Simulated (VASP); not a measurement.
# GeAs5 (P6/mmm) in VASP: further runs

The runs below take GeAs5 through single point, relaxation of cell and atoms, with PBE.

Everything below comes from runs of VASP 6.6.1. Logs are shortened: lines on timing, memory, paths and dates and some standing lists are left out, and cuts for length are marked.

### Step 1. The cell of the first run

Symmetry: P6/mmm, No. 191, hexagonal system. Conventional cell: a = 5.763 Å, b = 5.763 Å, c = 4.690 Å, α = 90.00°, β = 90.00°, γ = 120.00°. Ge (site symmetry 6/mmm) has 18 As at 3.33 to 3.72 Å within 4.4 Å. As (site symmetry -6m2) has 9 As at 2.88 to 3.33 Å and 3 Ge at 3.33 Å within 3.8 Å. Within 3.8 Å of As (site symmetry mmm) lie 8 As at 2.88 Å and 4 Ge at 3.72 Å.

The cell was generated, and may not be a known phase.

### Step 2. Single point, PBE

Input file INCAR:

```
SYSTEM = GeAs5
PREC = Accurate ; ENCUT = 520
EDIFF = 1E-6 ; ISMEAR = 0
SIGMA = 0.1 ; LREAL = .False.
LASPH = .True. ; NELM = 80
ALGO = Normal ; ISIF = 2
LWAVE = .False. ; LCHARG = .False.
GGA = PE ; NBANDS = 28
```

Input file KPOINTS:

```
Automatic mesh
0
Gamma
  3 3 4
  0 0 0
```

Input file POSCAR:

```
GeAs5
1.0
    5.7627707700      0.0000000000      0.0000000000
   -2.8813853800      4.9907058800      0.0000000000
    0.0000000000      0.0000000000      4.6904382500
Ge As
1 5
Direct
    0.0000000000      0.0000000000      0.0000000000
    0.3333333300      0.6666666700      0.0000000000
    0.6666666700      0.3333333300      0.0000000000
    0.5000000000      0.0000000000      0.5000000000
    0.5000000000      0.5000000000      0.5000000000
    0.0000000000      0.5000000000      0.5000000000
```

Potentials or basis: VASP PAW PBE potentials, release 64 (Ge_d, As).

Launch:

```sh
$ cat potpaw_PBE.64/Ge_d/POTCAR potpaw_PBE.64/As/POTCAR > POTCAR
$ mpirun -np 1 vasp_std > vasp.out
```

OUTCAR:

```text
SYSTEM = GeAs5
   PREC = Accurate
   ENCUT = 520
   EDIFF = 1E-6
   ISMEAR = 0
   LREAL = .False.
   LASPH = .True.
   NELM = 80
   ISIF = 2
   GGA = PE

 ion  position               nearest neighbor table
   1  0.000  0.000  0.000-
   2  0.333  0.667  0.000-   4 2.88   4 2.88   6 2.88   6 2.88   5 2.88   5 2.88
   3  0.667  0.333  0.000-   4 2.88   4 2.88   6 2.88   6 2.88   5 2.88   5 2.88
   4  0.500  0.000  0.500-   2 2.88   3 2.88   2 2.88   3 2.88   5 2.88   5 2.88   6 2.88   6 2.88

   5  0.500  0.500  0.500-   2 2.88   3 2.88   2 2.88   3 2.88   4 2.88   4 2.88   6 2.88   6 2.88

   6  0.000  0.500  0.500-   2 2.88   3 2.88   2 2.88   3 2.88   4 2.88   4 2.88   5 2.88   5 2.88

  LATTYP: Found a hexagonal cell.
 ALAT       =     5.7627707700
 C/A-ratio  =     0.8139206707

  Lattice vectors:

 A1 = (   5.7627707700,   0.0000000000,   0.0000000000)
 A2 = (  -2.8813853800,   4.9907058800,   0.0000000000)
 A3 = (   0.0000000000,   0.0000000000,   4.6904382500)

Analysis of symmetry for initial positions (statically):
=====================================================================
 Subroutine PRICEL returns:
 Original cell was already a primitive cell.

 Routine SETGRP: Setting up the symmetry group for a
 hexagonal supercell.

 Subroutine GETGRP returns: Found 24 space group operations
 (whereof 24 operations were pure point group operations)
 out of a pool of 24 trial point group operations.

The static configuration has the point symmetry D_6h.

Analysis of symmetry for dynamics (positions and initial velocities):
=====================================================================
 Subroutine PRICEL returns:
 Original cell was already a primitive cell.

 Routine SETGRP: Setting up the symmetry group for a
 hexagonal supercell.

 Subroutine GETGRP returns: Found 24 space group operations
 (whereof 24 operations were pure point group operations)
 out of a pool of 24 trial point group operations.

The dynamic configuration has the point symmetry D_6h.

 Subroutine INISYM returns: Found 24 space group operations
 (whereof 24 operations are pure point group operations),
 and found     1 'primitive' translations

----------------------------------------------------------------------------------------

                                     Primitive cell

[... 82 lines left out ...]
   EDIFF  = 0.1E-05   stopping-criterion for ELM
   LREAL  =      F    real-space projection
   EDIFFG = 0.1E-04   stopping-criterion for IOM
   NSW    =      0    number of steps for IOM
   IBRION =     -1    ionic relax: 0-MD 1-quasi-New 2-CG
   NFREE  =      0    steps in history (QN), initial steepest desc. (CG)
   ISIF   =      2    stress and relaxation
   ISYM   =      2    0-nonsym 1-usesym 2-fastsym
   POTIM  = 0.5000    time-step for ionic-motion
   TEBEG  =    0.0;   TEEND  =   0.0 temperature during run
   PSTRESS=    0.0 pullay stress
   NELECT =      39.0000    total number of electrons
   NUPDOWN=      -1.0000    fix difference up-down
   EMIN   =  10.00;   EMAX   =-10.00  energy-range for DOS
   EFERMI =   0.00;   METHOD = LEGACY
   ISMEAR =     0;   SIGMA  =   0.10  broadening in eV -4-tet -1-fermi 0-gaus
   EFERMI_NEDOS =   21; number of points for ismear=-14 and -15
   IALGO  =     38    algorithm
   IMIX   =      4    mixing-type and parameters
     AMIX     =   0.40;   BMIX     =  1.00
     AMIX_MAG =   1.60;   BMIX_MAG =  1.00
  volume/ion in A,a.u.               =      22.48       151.72
  Fermi-wavevector in a.u.,A,eV,Ry     =   1.082499  2.045626 15.943359  1.171804
  Thomas-Fermi vector in A             =   2.218542
   LORBIT       =      0    0 simple, 1 ext, 2 COOP (PROOUT), +10 PAW based schemes
   GGA     = PE    functional components
   LHFCALC =     F    Hartree Fock is set to
   AEXX    =    0.0000 exact exchange contribution
   IVDW    =     0    specifies the selected vdW correction
   LEPSILON=     F    determine dielectric tensor
   LRPA    =     F    only Hartree local field effects (RPA)
 non-spin polarized calculation
 Gauss-broadening in eV      SIGMA  =   0.10
  energy-cutoff  :      520.00
  volume of cell :      134.90
 maximum number of plane-waves:      3665
 NGX is ok and might be reduce to    48
   NGX = 21   NGY = 21   NGZ = 17

 number of electron      39.0000009 magnetization

 Free energy of the ion-electron system (eV)
  ---------------------------------------------------
  ext. energy  EPLUGINS =         0.00000000
  ---------------------------------------------------
  free energy    TOTEN  =       -23.98027396 eV

  energy without entropy =      -23.94349713  energy(sigma->0) =      -23.96188554

 E-fermi :   5.1084     XC(G=0):  -9.9952

 val. band max:        5.0771839573   @ k =   0.3333   0.3333   0.2500
 cond. band min:       5.1494415743   @ k =   0.3333   0.0000   0.2500
 fundamental gap:      0.0722576170
 Fermi energy:         5.1084036542

 k-point     1 :       0.0000    0.0000    0.0000
  band No.  band energies     occupation
      1     -20.3870      2.00000
      2     -20.3818      2.00000
      3     -20.3818      2.00000
      4     -20.3636      2.00000
      5     -20.3636      2.00000
      6      -9.4654      2.00000
[... 268 lines left out ...]
     27       7.7422      0.00000
     28       7.7422      0.00000

------------------------ aborting loop because EDIFF is reached ----------------------------------------

  FORCE on cell =-STRESS in cart. coord.  units (eV):
  Direction    XX          YY          ZZ          XY          YZ          ZX
  --------------------------------------------------------------------------------------
  -------------------------------------------------------------------------------------
  Total       -2.5982217     -2.5982217      0.5436412     -0.0000000     -0.0000000      0.0000000
  in kB      -30.8588724    -30.8588723      6.4567829     -0.0000000     -0.0000000      0.0000000
  external PRESSURE =     -18.4203206 kB  Pullay stress =       0.0000000 kB

 VOLUME and BASIS-vectors are now :
 -----------------------------------------------------------------------------
  energy-cutoff  :      520.00
  volume of cell :      134.90
      direct lattice vectors                 reciprocal lattice vectors
     5.762770770  0.000000000  0.000000000     0.173527638  0.100186228  0.000000000
    -2.881385380  4.990705880  0.000000000     0.000000000  0.200372457  0.000000000
     0.000000000  0.000000000  4.690438250     0.000000000  0.000000000  0.213199694

 POSITION                                       TOTAL-FORCE (eV/Angst)
 -----------------------------------------------------------------------------------
      0.00000      0.00000      0.00000         0.000000      0.000000      0.000000
     -0.00000      3.32714      0.00000        -0.000000      0.000000      0.000000
      2.88139      1.66357      0.00000        -0.000000     -0.000000      0.000000
      2.88139      0.00000      2.34522         0.000000      0.000000      0.000000
      1.44069      2.49535      2.34522         0.000000      0.000000      0.000000
     -1.44069      2.49535      2.34522         0.000000      0.000000      0.000000
 -----------------------------------------------------------------------------------
    total drift:                                0.000000     -0.000000     -0.000000

  FREE ENERGIE OF THE ION-ELECTRON SYSTEM (eV)
  ---------------------------------------------------
  free  energy   TOTEN  =       -23.9802739572 eV

  energy  without entropy=      -23.9434971322  energy(sigma->0) =      -23.96188554
```

OSZICAR:

```text
N       E                     dE             d eps       ncg     rms          rms(c)
DAV:   1     0.260958938232E+03    0.26096E+03   -0.16832E+04   644   0.191E+03
DAV:   2     0.154750489695E+02   -0.24548E+03   -0.23655E+03   544   0.521E+02
DAV:   3    -0.223400287473E+02   -0.37815E+02   -0.36806E+02   636   0.115E+02
DAV:   4    -0.241897524483E+02   -0.18497E+01   -0.18338E+01   608   0.269E+01
DAV:   5    -0.242273974614E+02   -0.37645E-01   -0.37547E-01   612   0.425E+00    0.457E+00
DAV:   6    -0.239924847784E+02    0.23491E+00   -0.10330E+00   604   0.384E+00    0.260E+00
DAV:   7    -0.239833153069E+02    0.91695E-02   -0.99795E-02   604   0.156E+00    0.147E+00
DAV:   8    -0.239802881117E+02    0.30272E-02   -0.20884E-02   592   0.785E-01    0.129E-01
DAV:   9    -0.239802087548E+02    0.79357E-04   -0.15142E-03   652   0.202E-01    0.788E-02
DAV:  10    -0.239802632551E+02   -0.54500E-04   -0.25926E-04   600   0.772E-02    0.303E-02
DAV:  11    -0.239802734838E+02   -0.10229E-04   -0.25779E-05   608   0.267E-02    0.781E-03
DAV:  12    -0.239802739572E+02   -0.47341E-06   -0.34931E-06   544   0.131E-02
   1 F= -.23980274E+02 E0= -.23961886E+02  d E =-.367768E-01
```

stdout:

```text
POSCAR found type information on POSCAR GeAs
 POSCAR found :  2 types and       6 ions
 scaLAPACK will be used
 LDA part: xc-table for (Slater+PW92), standard interpolation
 POSCAR, INCAR and KPOINTS ok, starting setup
 FFT: planning ... GRIDC
 FFT: planning ... GRID_SOFT
 FFT: planning ... GRID
 WAVECAR not read
 entering main loop
```

It took 68 s on 1 thread of Oxide Virtual Turin-like, shared host; peak memory 0.23 GiB.

Results:

| Property | Result |
| --- | --- |
| Free energy | -23.9803 eV |
| Pressure | -1.8 GPa |
| Band gap on the k mesh | zero (an odd number of electrons rules out a gap without spin polarisation) |

Stress tensor (GPa, compression positive):
```
-3.09  0.00  0.00
 0.00 -3.09  0.00
 0.00  0.00  0.65
```

Caveat: the k points lie up to 0.42 Å⁻¹ apart, too coarse for converged energies and pressures of a metal; an odd number of electrons without spin polarisation forces a metal; a magnetic or distorted state may lie lower.

### Step 3. Single point, PBE

This run uses another cell than the first one, of 21.26 Å³/atom.

Input file INCAR:

```
PREC = Accurate ; ENCUT = 520
EDIFF = 1E-7 ; ISMEAR = 0
SIGMA = 0.1 ; LREAL = False
LASPH = True ; NELM = 100
ALGO = Fast ; ISIF = 2
LWAVE = False ; LCHARG = False
GGA = PE ; NBANDS = 28
```

Input file KPOINTS:

```
regular mesh
0
Gamma
  6 6 8
```

Input file POSCAR:

```
GeAs5
1.0
    5.4021117255     -0.0000000027      0.0000000000
   -2.7010558604      4.6783659897      0.0000000000
    0.0000000000      0.0000000000      5.0473126649
Ge As
1 5
Direct
    0.0000000000      0.0000000000      0.0000000000
    0.3333333333      0.6666666667      0.0000000000
    0.6666666667      0.3333333333      0.0000000000
    0.5000000000      0.0000000000      0.5000000000
    0.5000000000      0.5000000000      0.5000000000
    0.0000000000      0.5000000000      0.5000000000
```

Potentials or basis: VASP PAW PBE potentials, release 64 (Ge_d, As).

Launch:

```sh
$ cat potpaw_PBE.64/Ge_d/POTCAR potpaw_PBE.64/As/POTCAR > POTCAR
$ mpirun -np 1 vasp_std > vasp.out
```

Run time: 5 min. Hardware: 1 thread of Oxide Virtual Turin-like, shared host; peak memory 0.26 GiB.

Results (log left out):

```yaml
Free_energy: -24.6458 eV
Pressure: 0.1 GPa
Band_gap_on_the_k_mesh: zero (an odd number of electrons rules out a gap without spin polarisation)
```

Levels at points of the mesh, in eV from the Fermi level:
```csv
k point,band 17,band 18,band 19,band 20,band 21,band 22,band 23,band 24
"(0.00, 0.00, 0.00)",-2.43,-1.62,-0.91,-0.91,-0.66,-0.66,1.02,3.84
"(0.50, 0.00, 0.00)",-1.36,-1.18,-0.93,-0.71,-0.18,0.54,1.10,2.28
"(0.00, 0.00, 0.50)",-2.68,-2.68,-1.35,-1.08,-0.29,1.93,3.09,3.09
"(0.50, 0.00, 0.50)",-1.31,-0.49,-0.45,0.24,0.46,0.85,1.00,1.11
```

Caveat: an odd number of electrons without spin polarisation forces a metal; a magnetic or distorted state may lie lower.

### Step 4. Single point, PBE

This run uses another cell than the first one, of 21.32 Å³/atom.

Input file INCAR:

```
SYSTEM = GeAs5
PREC = Accurate ; ENCUT = 520
EDIFF = 1E-6 ; ISMEAR = 0
SIGMA = 0.1 ; LREAL = .FALSE.
LASPH = .TRUE. ; NELM = 100
ALGO = Fast ; ISIF = 2
LWAVE = .FALSE. ; LCHARG = .FALSE.
GGA = PE ; NBANDS = 28
```

Input file KPOINTS:

```
Automatic mesh
0
G
  12 12 8
  0 0 0
```

Edit POSCAR of step 3 so:

```diff
@@ -2,5 +2,5 @@
 1.0
-    5.4021117255     -0.0000000027      0.0000000000
-   -2.7010558604      4.6783659897      0.0000000000
-    0.0000000000      0.0000000000      5.0473126649
+    5.4080308546     -0.0000000027      0.0000000000
+   -2.7040154250      4.6834921059      0.0000000000
+    0.0000000000      0.0000000000      5.0496914120
 Ge As
```

Launch:

```sh
$ cat potpaw_PBE.64/Ge_d/POTCAR potpaw_PBE.64/As/POTCAR > POTCAR
$ mpirun -np 1 vasp_std > vasp.out
```

It took 5.7 min on 1 thread of Oxide Virtual Turin-like, shared host; peak memory 0.41 GiB.

It converged, with:

```yaml
Free_energy: -24.5566 eV
Pressure: 0.1 GPa
Band_gap_on_the_k_mesh: zero (an odd number of electrons rules out a gap without spin polarisation)
```

Levels at points of the mesh, in eV from the Fermi level:
```tsv
k point	band 16	band 17	band 18	band 19	band 20	band 21	band 22	band 23	band 24	band 25
(0.00, 0.00, 0.00)	-2.40	-2.40	-1.61	-0.90	-0.90	-0.68	-0.68	1.03	3.81	4.17
(0.50, 0.00, 0.00)	-1.97	-1.37	-1.21	-0.95	-0.74	-0.16	0.52	1.09	2.27	2.54
(0.00, 0.00, 0.50)	-3.84	-2.65	-2.65	-1.36	-1.07	-0.29	1.94	3.07	3.07	4.76
(0.50, 0.00, 0.50)	-1.50	-1.33	-0.53	-0.50	0.25	0.46	0.87	1.00	1.11	1.19
```

Caveat: an odd number of electrons without spin polarisation forces a metal; a magnetic or distorted state may lie lower.

### Step 5. Relaxation of cell and atoms, PBE

Input file INCAR:

```
  ALGO = Fast
  EDIFF = 1E-7
  EDIFFG = -0.01
  ENCUT = 600
  GGA = PE
  IBRION = 2
  ISIF = 3
  ISMEAR = 0
  LASPH = T
  LCHARG = F
  LREAL = F
  LWAVE = F
  NELM = 100
  NSW = 100
  PREC = Accurate
  SIGMA = 0.1
```

Input file KPOINTS:

```
k-points
0
Gamma
  6 6 8
```

Input file POSCAR:

```
GeAs5
1.0
    5.7627707700      0.0000000000      0.0000000000
   -2.8813853800      4.9907058800      0.0000000000
    0.0000000000      0.0000000000      4.6904382500
Ge As
1 5
Direct
    0.0000000000      0.0000000000      0.0000000000
    0.3333333300      0.6666666700      0.0000000000
    0.6666666700      0.3333333300      0.0000000000
    0.5000000000      0.0000000000      0.5000000000
    0.5000000000      0.5000000000      0.5000000000
    0.0000000000      0.5000000000      0.5000000000
```

Launch:

```sh
$ cat potpaw_PBE.64/Ge_d/POTCAR potpaw_PBE.64/As/POTCAR > POTCAR
$ mpirun -np 1 vasp_std > vasp.out
```

Run time: 42 min. Hardware: 1 thread of Oxide Virtual Turin-like, shared host; peak memory 0.35 GiB.

It converged, with:

```yaml
Free_energy: -24.6466 eV
Relaxed_volume: 21.30 Å³/atom
Relaxed_cell: a = 5.405 Å, b = 5.405 Å, c = 5.052 Å, α = 90.00°, β = 90.00°, γ = 120.00°
Space_group_after_relaxing_to_0.1_Å: P6/mmm (No. 191)
Energy_gained_by_relaxing: 61.1 meV/atom
Ionic_steps: 12
Pressure_after_relaxing: 0.0 GPa
Band_gap_on_the_k_mesh: zero (an odd number of electrons rules out a gap without spin polarisation)
```

Step by step:
```tsv
step	energy change (eV)	largest force (eV/Å)	pressure (GPa)	volume (Å³)
1	0.0000	0.0000	-2.59	134.90
2	-0.1386	0.0000	0.34	127.88
3	-0.1572	0.0000	1.90	124.95
4	-0.2648	0.0000	2.03	124.42
5	-0.1283	0.0000	4.56	121.97
6	-0.3348	0.0000	2.39	123.70
7	-0.3342	0.0000	2.55	123.51
8	-0.3355	0.0000	2.48	123.60
9	-0.3652	0.0000	-0.48	128.66
10	-0.3668	0.0000	0.03	127.71
11	-0.3668	0.0000	-0.02	127.79
12	-0.3669	0.0000	-0.03	127.81
```

Final structure:
```xyz
6
Lattice="5.4051 0.0000 0.0000 -2.7026 4.6810 0.0000 0.0000 0.0000 5.0516" Properties=species:S:1:pos:R:3 pbc="T T T"
Ge    0.0000    0.0000    0.0000
As    0.0000    3.1206    5.0516
As    2.7026    1.5603    0.0000
As    0.0000    4.6810    2.5258
As    1.3513    2.3405    2.5258
As   -1.3513    2.3405    2.5258
```

Levels at points of the mesh, in eV from the Fermi level:
| k point | band 16 | band 17 | band 18 | band 19 | band 20 | band 21 | band 22 | band 23 |
| --- | --- | --- | --- | --- | --- | --- | --- | --- |
| (0.00, 0.00, 0.00) | -2.42 | -2.42 | -1.61 | -0.91 | -0.91 | -0.66 | -0.66 | 1.02 |
| (0.50, 0.00, 0.00) | -1.96 | -1.36 | -1.18 | -0.93 | -0.71 | -0.17 | 0.54 | 1.10 |
| (0.00, 0.00, 0.50) | -3.80 | -2.68 | -2.68 | -1.35 | -1.09 | -0.28 | 1.93 | 3.08 |
| (0.50, 0.00, 0.50) | -1.47 | -1.31 | -0.49 | -0.45 | 0.24 | 0.46 | 0.85 | 1.00 |

Caveat: an odd number of electrons without spin polarisation forces a metal; a magnetic or distorted state may lie lower.

### Step 6. Overview

```tsv
task	cell	k mesh	cutoff (eV)	gap on the mesh (eV)	pressure (GPa)
single point	a = 5.763, b = 5.763, c = 4.690 Å, angles 90.0, 90.0, 120.0°, 6 atoms	3 × 3 × 4	520	none	-1.8
single point	a = 5.402, b = 5.402, c = 5.047 Å, angles 90.0, 90.0, 120.0°, 6 atoms	6 × 6 × 8	520	none	0.1
single point	a = 5.408, b = 5.408, c = 5.050 Å, angles 90.0, 90.0, 120.0°, 6 atoms	12 × 12 × 8	520	none	0.1
relaxation of cell and atoms	relaxed from a = 5.763, b = 5.763, c = 4.690 Å, angles 90.0, 90.0, 120.0°, 6 atoms	6 × 6 × 8	600	none	0.0
```

Alike in all rows: level PBE; potentials or basis VASP PAW PBE potentials, release 64 (Ge_d, As); no spin polarisation; smearing gaussian 0.1 eV.

Caveats: some runs use coarse meshes; an odd number of electrons without spin polarisation forces a metal; a magnetic or distorted state may lie lower.

Total energies depend on the potentials used, so only differences within one code and one set of settings carry meaning.

The gap in the log of VASP goes by the Fermi energy; the results here count the filled bands.